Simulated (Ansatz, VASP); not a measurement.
## Two plane-wave programs on WC

The input INCAR:

```
PREC     = Accurate       # precision mode
ENCUT    = 600            # plane-wave cutoff, eV
EDIFF    = 1E-6           # SCF threshold, eV
ISMEAR   = 0              # smearing method
SIGMA    = 0.1            # smearing width, eV
LREAL    = F              # projectors in reciprocal space
LASPH    = T              # aspherical terms in the spheres
NELM     = 100            # most SCF steps
ALGO     = Normal         # electronic algorithm
ISIF     = 3              # what is computed and relaxed
LWAVE    = F              # write WAVECAR
LCHARG   = F              # write CHGCAR
GGA      = PS             # functional
IBRION   = 2              # ionic algorithm
NSW      = 80             # ionic steps
EDIFFG   = -0.003         # ionic threshold
```

KPOINTS

```
Automatic mesh
0
Gamma
  15 15 15
```

POSCAR

```
WC
1.0
    2.9060000000      0.0000000000      0.0000000000
   -1.4530000000      2.5166698200      0.0000000000
    0.0000000000      0.0000000000      2.8370000000
W C
1 1
Direct
    0.0000000000      0.0000000000      0.0000000000
    0.3333333333      0.6666666667      0.5000000000
```

Input for Ansatz:

```yaml
crystal:
  lattice:
    - [2.906, 0.0, 0.0]
    - [-1.453, 2.51666982, 0.0]
    - [0.0, 0.0, 2.837]
  atoms:
    - { symbol: W, position: [0.0, 0.0, 0.0] }
    - { symbol: C, position: [0.3333333333, 0.6666666667, 0.5] }
scf:
  occupations: { method: gaussian, width: 0.1 }
output:
  forces: true
  stress: true
  eigenvalues: true
  write_density: true
  write_potential: true
  elf: true
  volumetric_format: npy
hamiltonian:
  xc: pbesol
relax:
  f_tol: 0.003
  max_steps: 60
  cell: { stress_tol: 0.02 }
kpoints:
  mp_grid: { grid: [15, 15, 15] }
```

Alike in both runs: task relaxation of cell and atoms; functional PBEsol; k mesh 15 × 15 × 15; occupations gaussian, width 0.1 eV; no spin polarisation.

```csv
,VASP,Ansatz
version,VASP 6.6.1,Ansatz 0.2.0
potentials or method,"VASP PAW PBE potentials, release 64 (W_sv, C)","scalar-relativistic, plane waves, PAW"
plane-wave cutoff (eV),600,420
valence electrons in the cell,18,18
```

VASP gave:

| Item | Value |
| --- | --- |
| gap on the k mesh at the Fermi level, each at its own relaxed structure (eV) | none |
| relaxed volume (Å³/atom) | 10.32 |
| relaxed length of the cell vector where the two differ most in proportion (Å) | 2.830 |

Q: What did Ansatz give for the same quantities?

A: gap on the k mesh at the Fermi level, each at its own relaxed structure (eV): none; relaxed volume (Å³/atom): 10.29; relaxed length of the cell vector where the two differ most in proportion (Å): 2.827.

VASP's potentials were made for PBE, not for PBEsol. A gap of «none» marks a metal or a gap that the smearing closes.

Neither program's run includes spin-orbit coupling.
